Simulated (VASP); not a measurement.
# AlNi (P4mm) in VASP: a series of runs

The runs below take AlNi through single point, with PBE.

Program: VASP 6.6.1. These are calculated values, not measurements. Logs are shortened: lines on timing, memory, paths and dates and some standing lists are left out, and cuts for length are marked.

## Step 1: The cell of the first run

Symmetry: P4mm, No. 99, tetragonal system. The conventional cell has a = 2.941 Å, b = 2.941 Å, c = 2.941 Å, α = 90.00°, β = 90.00°, γ = 90.00°. Within 3.3 Å of Al (site symmetry 4mm) lie 8 Ni at 2.50 to 2.60 Å and 6 Al at 2.94 Å. Ni (site symmetry 4mm) has 8 Al at 2.50 to 2.60 Å and 6 Ni at 2.94 Å within 3.3 Å.

## Step 2: Single point, PBE

Input file INCAR:

```
PREC = Accurate ; ENCUT = 520
EDIFF = 1E-6 ; ISMEAR = 0
SIGMA = 0.15 ; LREAL = False
LASPH = True ; NELM = 60
ALGO = Fast ; ISIF = 2
LWAVE = False ; LCHARG = False
GGA = PE ; NBANDS = 14
```

Input file KPOINTS:

```
Automatic mesh
0
Gamma
  16 16 16
```

Input file POSCAR:

```
AlNi
1.0
    2.9410322676      0.0000000000      0.0000000000
    0.0000000000      2.9410322676      0.0000000000
    0.0000000000      0.0000000000      2.9410322676
Al Ni
1 1
Direct
    0.0000000000      0.0000000000     -0.0207416969
    0.5000000000      0.5000000000      0.5095350226
```

Potentials or basis: VASP PAW PBE potentials, release 64 (Al, Ni).

The run is started by

```sh
$ cat potpaw_PBE.64/Al/POTCAR potpaw_PBE.64/Ni/POTCAR > POTCAR
$ mpirun -np 1 vasp_std > vasp.out
```

OUTCAR:

```text
PREC = Accurate
   ENCUT = 520
   EDIFF = 1E-6
   ISMEAR = 0
   LREAL = False
   LASPH = True
   NELM = 60
   ISIF = 2
   GGA = PE

 ion  position               nearest neighbor table
   1  0.000  0.000  0.979-   2 2.50   2 2.50   2 2.50   2 2.50   2 2.60   2 2.60   2 2.60   2 2.60

   2  0.500  0.500  0.510-   1 2.50   1 2.50   1 2.50   1 2.50   1 2.60   1 2.60   1 2.60   1 2.60

  LATTYP: Found a simple cubic cell.
 ALAT       =     2.9410322676

  Lattice vectors:

 A1 = (   2.9410322676,   0.0000000000,   0.0000000000)
 A2 = (   0.0000000000,   2.9410322676,   0.0000000000)
 A3 = (   0.0000000000,   0.0000000000,   2.9410322676)

Analysis of symmetry for initial positions (statically):
=====================================================================
 Subroutine PRICEL returns:
 Original cell was already a primitive cell.

 Routine SETGRP: Setting up the symmetry group for a
 simple cubic supercell.

 Subroutine GETGRP returns: Found  8 space group operations
 (whereof  8 operations were pure point group operations)
 out of a pool of 48 trial point group operations.

The static configuration has the point symmetry C_4v.

Analysis of symmetry for dynamics (positions and initial velocities):
=====================================================================
 Subroutine PRICEL returns:
 Original cell was already a primitive cell.

 Routine SETGRP: Setting up the symmetry group for a
 simple cubic supercell.

 Subroutine GETGRP returns: Found  8 space group operations
 (whereof  8 operations were pure point group operations)
 out of a pool of 48 trial point group operations.

The dynamic configuration has the point symmetry C_4v.

 Subroutine INISYM returns: Found  8 space group operations
 (whereof  8 operations are pure point group operations),
 and found     1 'primitive' translations

----------------------------------------------------------------------------------------

                                     Primitive cell

  volume of cell :      25.4390

  direct lattice vectors                    reciprocal lattice vectors
     2.941032268  0.000000000  0.000000000     0.340016671  0.000000000  0.000000000
     0.000000000  2.941032268  0.000000000     0.000000000  0.340016671  0.000000000
     0.000000000  0.000000000  2.941032268     0.000000000  0.000000000  0.340016671

  length of vectors
     2.941032268  2.941032268  2.941032268     0.340016671  0.340016671  0.340016671

  position of ions in fractional coordinates (direct lattice)
     0.000000000  0.000000000  0.979258303
     0.500000000  0.500000000  0.509535023
[... 90 lines left out ...]
   EMIN   =  10.00;   EMAX   =-10.00  energy-range for DOS
   EFERMI =   0.00;   METHOD = LEGACY
   ISMEAR =     0;   SIGMA  =   0.15  broadening in eV -4-tet -1-fermi 0-gaus
   EFERMI_NEDOS =   21; number of points for ismear=-14 and -15
   IALGO  =     68    algorithm
   IMIX   =      4    mixing-type and parameters
     AMIX     =   0.40;   BMIX     =  1.00
     AMIX_MAG =   1.60;   BMIX_MAG =  1.00
  volume/ion in A,a.u.               =      12.72        85.84
  Fermi-wavevector in a.u.,A,eV,Ry     =   1.308849  2.473366 23.307940  1.713085
  Thomas-Fermi vector in A             =   2.439488
   LORBIT       =      0    0 simple, 1 ext, 2 COOP (PROOUT), +10 PAW based schemes
   GGA     = PE    functional components
   LHFCALC =     F    Hartree Fock is set to
   AEXX    =    0.0000 exact exchange contribution
   IVDW    =     0    specifies the selected vdW correction
   LEPSILON=     F    determine dielectric tensor
   LRPA    =     F    only Hartree local field effects (RPA)
 non-spin polarized calculation
 RMM-DIIS sequential band-by-band and
 Gauss-broadening in eV      SIGMA  =   0.15
  energy-cutoff  :      520.00
  volume of cell :       25.44
 maximum number of plane-waves:       715
 NGX is ok and might be reduce to    24
   NGX = 11   NGY = 11   NGZ = 11

 number of electron      13.0000001 magnetization

 Free energy of the ion-electron system (eV)
  ---------------------------------------------------
  ext. energy  EPLUGINS =         0.00000000
  ---------------------------------------------------
  free energy    TOTEN  =       -10.49746620 eV

  energy without entropy =      -10.48823136  energy(sigma->0) =      -10.49284878

 E-fermi :   9.2340     XC(G=0): -11.7524

 val. band max:        9.2327938381   @ k =   0.0000   0.0000   0.3125
 cond. band min:       9.2343472880   @ k =   0.3750   0.3125   0.1250
 fundamental gap:      0.0015534498
 Fermi energy:         9.2340038383

 k-point     1 :       0.0000    0.0000    0.0000
  band No.  band energies     occupation
      1      -1.4626      2.00000
      2       6.2798      2.00000
      3       6.2865      2.00000
      4       7.8034      2.00000
      5       7.8100      2.00000
      6       7.8100      2.00000
      7      14.4767      0.00000
      8      14.4767      0.00000
      9      14.4865      0.00000
     10      17.1648      0.00000
     11      17.1669      0.00000
     12      21.8498      0.00000
     13      29.3830      0.00000
     14      29.4314      0.00000
[... 377 lines left out ...]
      1      -0.7790      2.00000
      2       6.1627      2.00000
      3       6.4117      2.00000
      4       7.5502      2.00000
      5       7.5821      2.00000
      6       7.8088      2.00000
      7      11.1314      0.00000
      8      14.4675      0.00000
      9      15.3489      0.00000
     10      17.7491      0.00000
     11      20.0484      0.00000
     12      24.3443      0.00000
     13      24.8821      0.00000
     14      25.6586      0.00000

 [... further k-points ...]

------------------------ aborting loop because EDIFF is reached ----------------------------------------

  FORCE on cell =-STRESS in cart. coord.  units (eV):
  Direction    XX          YY          ZZ          XY          YZ          ZX
  --------------------------------------------------------------------------------------
  -------------------------------------------------------------------------------------
  Total       -1.0670631     -1.0670631     -1.1077130      0.0000000     -0.0000000      0.0000000
  in kB      -67.2049595    -67.2049595    -69.7651386      0.0000000     -0.0000000      0.0000000
  external PRESSURE =     -68.0583525 kB  Pullay stress =       0.0000000 kB

 VOLUME and BASIS-vectors are now :
 -----------------------------------------------------------------------------
  energy-cutoff  :      520.00
  volume of cell :       25.44
      direct lattice vectors                 reciprocal lattice vectors
     2.941032268  0.000000000  0.000000000     0.340016671  0.000000000  0.000000000
     0.000000000  2.941032268  0.000000000     0.000000000  0.340016671  0.000000000
     0.000000000  0.000000000  2.941032268     0.000000000  0.000000000  0.340016671

 POSITION                                       TOTAL-FORCE (eV/Angst)
 -----------------------------------------------------------------------------------
      0.00000      0.00000      2.88003         0.000000     -0.000000      0.411533
      1.47052      1.47052      1.49856         0.000000      0.000000     -0.411533
 -----------------------------------------------------------------------------------
    total drift:                                0.000000     -0.000000     -0.000117

  FREE ENERGIE OF THE ION-ELECTRON SYSTEM (eV)
  ---------------------------------------------------
  free  energy   TOTEN  =       -10.4974661962 eV

  energy  without entropy=      -10.4882313583  energy(sigma->0) =      -10.49284878
```

Wall time 6 min (1 thread of AMD EPYC 7R13, shared host); peak memory 0.23 GiB.

Results:

| Property | Result |
| --- | --- |
| Free energy | -10.4975 eV |
| Pressure | -6.8 GPa |
| Largest force | 0.412 eV/Å |

Forces on the atoms (eV/Å):
```
Al   0.000  0.000  0.412
Ni   0.000  0.000 -0.412
```

Stress tensor (GPa, compression positive):
```
-6.72  0.00  0.00
 0.00 -6.72  0.00
 0.00  0.00 -6.98
```

## Step 3: Single point, PBE

Input file INCAR:

```
ALGO = Fast ; EDIFF = 1E-7
ENCUT = 520 ; GGA = PE
ISIF = 2 ; ISMEAR = 0
LASPH = True ; LCHARG = True
LELF = True ; LREAL = False
LVHAR = True ; LWAVE = False
NBANDS = 14 ; NELM = 60
PREC = Accurate ; SIGMA = 0.15
```

Input file KPOINTS:

```
k-points
0
Gamma
  16 16 16
```

Input file POSCAR:

```
AlNi
1.0
    2.9410322676      0.0000000000      0.0000000000
    0.0000000000      2.9410322676      0.0000000000
    0.0000000000      0.0000000000      2.9410322676
Al Ni
1 1
Direct
    0.0000000000      0.0000000000     -0.0276555959
    0.5000000000      0.5000000000      0.5127133634
```

Potentials or basis: VASP PAW PBE potentials, release 64 (Al, Ni).

The run is started by

```sh
$ cat potpaw_PBE.64/Al/POTCAR potpaw_PBE.64/Ni/POTCAR > POTCAR
$ mpirun -np 1 vasp_std > vasp.out
```

Run time: 5.8 min. Hardware: 1 thread of AMD EPYC 7R13, shared host; peak memory 0.23 GiB.

Results (log left out):

- Free energy: -10.4832 eV
- Pressure: -6.2 GPa
- Largest force: 0.549 eV/Å

Forces on the atoms (eV/Å):
```
Al   0.000  0.000  0.549
Ni   0.000  0.000 -0.549
```

Stress tensor (GPa, compression positive):
```
-6.08  0.00  0.00
 0.00 -6.08  0.00
 0.00  0.00 -6.54
```

Levels at points of the mesh, in eV from the Fermi level:
```csv
k point,band 4,band 5,band 6,band 7,band 8,band 9,band 10,band 11
"(0.00, 0.00, 0.00)",-1.44,-1.43,-1.43,5.25,5.25,5.26,7.94,7.94
"(0.50, 0.00, 0.00)",-2.09,-2.07,-1.35,-0.62,8.21,9.73,9.78,10.20
"(0.00, 0.00, 0.50)",-2.07,-2.07,-1.36,-0.61,8.23,9.62,9.62,10.39
"(0.50, 0.50, 0.00)",-2.75,-1.87,-1.87,-0.95,1.36,2.17,11.65,14.19
"(0.00, 0.50, 0.50)",-2.62,-1.92,-1.90,-0.94,1.38,2.17,11.62,14.57
"(0.50, 0.50, 0.50)",-0.92,-0.92,2.01,2.01,2.08,3.07,4.23,4.23
```

Spin polarisation is off, so any magnetic state and its effect on volume and gap are missing.

## Step 4: Single point, PBE

Input file INCAR:

```
SYSTEM = AlNi
PREC     = Accurate       ! precision mode
ENCUT    = 520            ! plane-wave cutoff, eV
EDIFF    = 1E-6           ! SCF threshold, eV
ISMEAR   = 0              ! smearing method
SIGMA    = 0.15           ! smearing width, eV
LREAL    = .False.        ! projectors in reciprocal space
LASPH    = .True.         ! aspherical terms in the spheres
NELM     = 60             ! most SCF steps
ALGO     = Fast           ! electronic algorithm
ISIF     = 2              ! what is computed and relaxed
LWAVE    = .False.        ! write WAVECAR
LCHARG   = .False.        ! write CHGCAR
GGA      = PE             ! functional
NBANDS   = 14             ! bands
```

Input file KPOINTS:

```
Automatic mesh
0
Gamma
  16 16 16
  0 0 0
```

Input file POSCAR:

```
AlNi
1.0
    2.9410322676      0.0000000000      0.0000000000
    0.0000000000      2.9410322676      0.0000000000
    0.0000000000      0.0000000000      2.9410322676
Al Ni
1 1
Direct
    0.0000000000      0.0000000000     -0.0138277980
    0.5000000000      0.5000000000      0.5063566817
```

The run is started by

```sh
$ cat potpaw_PBE.64/Al/POTCAR potpaw_PBE.64/Ni/POTCAR > POTCAR
$ mpirun -np 1 vasp_std > vasp.out
```

It took 5.4 min on 1 thread of AMD EPYC 7R13, shared host; peak memory 0.23 GiB.

The run converged. Its results:

* Free energy: -10.5076 eV
* Pressure: -7.0 GPa
* Largest force: 0.274 eV/Å

Forces in eV/Å, atoms in the order of the input:
```
Al   0.000  0.000  0.274
Ni   0.000  0.000 -0.274
```

Stress tensor (GPa, compression positive):
```
-6.99  0.00  0.00
 0.00 -6.99  0.00
 0.00  0.00 -7.10
```

Levels at points of the mesh, in eV from the Fermi level:
| k point | band 4 | band 5 | band 6 | band 7 | band 8 | band 9 | band 10 | band 11 |
| --- | --- | --- | --- | --- | --- | --- | --- | --- |
| (0.00, 0.00, 0.00) | -1.43 | -1.42 | -1.42 | 5.24 | 5.24 | 5.24 | 7.93 | 7.93 |
| (0.50, 0.00, 0.00) | -2.07 | -2.07 | -1.34 | -0.62 | 8.20 | 9.72 | 9.73 | 10.26 |
| (0.00, 0.00, 0.50) | -2.07 | -2.07 | -1.35 | -0.61 | 8.20 | 9.69 | 9.69 | 10.31 |
| (0.50, 0.50, 0.00) | -2.73 | -1.89 | -1.89 | -0.94 | 1.37 | 2.18 | 11.61 | 14.44 |
| (0.00, 0.50, 0.50) | -2.69 | -1.91 | -1.90 | -0.94 | 1.37 | 2.18 | 11.60 | 14.63 |
| (0.50, 0.50, 0.50) | -0.92 | -0.91 | 2.04 | 2.04 | 2.06 | 3.13 | 4.19 | 4.19 |

Spin polarisation is off, so any magnetic state and its effect on volume and gap are missing.

## Step 5: Single point, PBE

This run uses another cell than the first one, of 13.03 Å³/atom, 1.025 times its volume.

Input file INCAR:

```
SYSTEM = AlNi
  PREC = Accurate
  ENCUT = 520
  EDIFF = 1E-7
  ISMEAR = 0
  SIGMA = 0.15
  LREAL = .False.
  LASPH = .True.
  NELM = 80
  ALGO = Normal
  ISIF = 2
  LWAVE = .False.
  LCHARG = .False.
  GGA = PE
  NBANDS = 14
```

Input file KPOINTS:

```
regular mesh
0
Gamma
  16 16 16
  0 0 0
```

Input file POSCAR:

```
AlNi
1.0
    2.9650418750      0.0000000000      0.0000000000
    0.0000000000      2.9650418750      0.0000000000
    0.0000000000      0.0000000000      2.9650418750
Al Ni
1 1
Direct
    0.0000000000      0.0000000000     -0.0069138990
    0.5000000000      0.5000000000      0.5031783409
```

The run is started by

```sh
$ cat potpaw_PBE.64/Al/POTCAR potpaw_PBE.64/Ni/POTCAR > POTCAR
$ mpirun -np 1 vasp_std > vasp.out
```

It took 4.6 min on 1 thread of AMD EPYC 7R13, shared host; peak memory 0.24 GiB.

The run converged. Its results:

| Quantity | Value |
| --- | --- |
| Free energy | -10.4806 eV |
| Pressure | -9.9 GPa |
| Largest force | 0.124 eV/Å |

Forces in eV/Å, atoms in the order of the input:
```
Al   0.000  0.000  0.124
Ni   0.000  0.000 -0.124
```

Levels at points of the mesh, in eV from the Fermi level:
```tsv
k point	band 4	band 5	band 6	band 7	band 8	band 9	band 10	band 11
(0.00, 0.00, 0.00)	-1.38	-1.38	-1.38	5.14	5.14	5.14	7.85	7.85
(0.50, 0.00, 0.00)	-2.01	-2.00	-1.30	-0.60	8.16	9.60	9.60	10.05
(0.00, 0.00, 0.50)	-2.00	-2.00	-1.30	-0.60	8.16	9.59	9.59	10.06
(0.50, 0.50, 0.00)	-2.66	-1.84	-1.84	-0.91	1.33	2.07	11.34	14.38
(0.00, 0.50, 0.50)	-2.65	-1.84	-1.84	-0.91	1.33	2.07	11.34	14.45
(0.50, 0.50, 0.50)	-0.89	-0.89	2.07	2.07	2.07	2.94	4.08	4.08
```

Spin polarisation is off, so any magnetic state and its effect on volume and gap are missing.

## Step 6: Single point, PBE

This run uses another cell than the first one, of 13.03 Å³/atom, 1.025 times its volume.

Input file INCAR:

```
ALGO = Normal ; EDIFF = 1E-6
ENCUT = 520 ; GGA = PE
ISIF = 2 ; ISMEAR = 0
LASPH = T ; LCHARG = F
LREAL = F ; LWAVE = F
NBANDS = 14 ; NELM = 60
PREC = Accurate ; SIGMA = 0.15
```

Input file KPOINTS:

```
k-points
0
Gamma
  16 16 16
```

Input file POSCAR:

```
AlNi
1.0
    2.9650418750      0.0000000000      0.0000000000
    0.0000000000      2.9650418750      0.0000000000
    0.0000000000      0.0000000000      2.9650418750
Al Ni
1 1
Direct
    0.0000000000      0.0000000000     -0.0207416969
    0.5000000000      0.5000000000      0.5095350226
```

Potentials or basis: VASP PAW PBE potentials, release 64 (Al, Ni).

The run is started by

```sh
$ cat potpaw_PBE.64/Al/POTCAR potpaw_PBE.64/Ni/POTCAR > POTCAR
$ mpirun -np 1 vasp_std > vasp.out
```

It took 2.9 min on 1 thread of AMD EPYC 7R13, shared host; peak memory 0.24 GiB.

The run converged. Its results:

```
Free energy   : -10.4658 eV
Pressure      : -9.5 GPa
Largest force : 0.371 eV/Å
```

Forces in eV/Å, atoms in the order of the input:
```
Al   0.000  0.000  0.371
Ni   0.000  0.000 -0.371
```

Stress tensor (GPa, compression positive):
```
-9.41  0.00  0.00
 0.00 -9.41  0.00
 0.00  0.00 -9.63
```

Levels at points of the mesh, in eV from the Fermi level:
| k point | band 4 | band 5 | band 6 | band 7 | band 8 | band 9 | band 10 | band 11 |
| --- | --- | --- | --- | --- | --- | --- | --- | --- |
| (0.00, 0.00, 0.00) | -1.39 | -1.38 | -1.38 | 5.15 | 5.15 | 5.16 | 7.85 | 7.86 |
| (0.50, 0.00, 0.00) | -2.02 | -2.00 | -1.30 | -0.61 | 8.17 | 9.60 | 9.63 | 10.01 |
| (0.00, 0.00, 0.50) | -2.00 | -2.00 | -1.31 | -0.60 | 8.18 | 9.53 | 9.53 | 10.13 |
| (0.50, 0.50, 0.00) | -2.67 | -1.82 | -1.82 | -0.92 | 1.33 | 2.07 | 11.37 | 14.13 |
| (0.00, 0.50, 0.50) | -2.59 | -1.85 | -1.84 | -0.91 | 1.33 | 2.06 | 11.35 | 14.41 |
| (0.50, 0.50, 0.50) | -0.89 | -0.89 | 2.05 | 2.05 | 2.08 | 2.91 | 4.11 | 4.11 |
